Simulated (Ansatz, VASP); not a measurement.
# CdF2: VASP beside Ansatz

```
Cd F
1.0
     0.00000    2.69418    2.69418
     2.69418    0.00000    2.69418
     2.69418    2.69418    0.00000
Cd F
1 2
Cartesian
  0.0000 0.0000 0.0000
  1.3471 1.3471 1.3471
  4.0413 4.0413 4.0413
```

Alike in both runs: task single point; functional PBE-based screened hybrid with a share of 0.35 of exact exchange and HFSCREEN = 0.5; k mesh 4 × 4 × 4; no spin polarisation.

|  | VASP | Ansatz |
| --- | --- | --- |
| version | VASP 6.6.1 | Ansatz 0.2.0 |
| potentials or method | VASP PAW PBE potentials, release 64 (Cd, F) | plane waves |
| plane-wave cutoff (eV) | 520 | 420 |
| occupations | gaussian, width 0.01 eV | fixed |
| valence electrons in the cell | 26 | 34 |

```csv
,VASP,Ansatz,Ansatz less VASP
gap on the k mesh at the Fermi level (eV),4.99,5.04,+0.049
pressure (GPa),2.0,1.0,-1.02
```

VASP's potentials were made for PBE, not for PBE-based screened hybrid. VASP's potentials hold 26 valence electrons a cell and Ansatz's 34, so a difference there can come from the potentials and not from the codes. Ansatz's warnings: stress exchange threshold loose, stress scf threshold loose.

The k mesh is coarse, so the values compare programs but aren't converged.
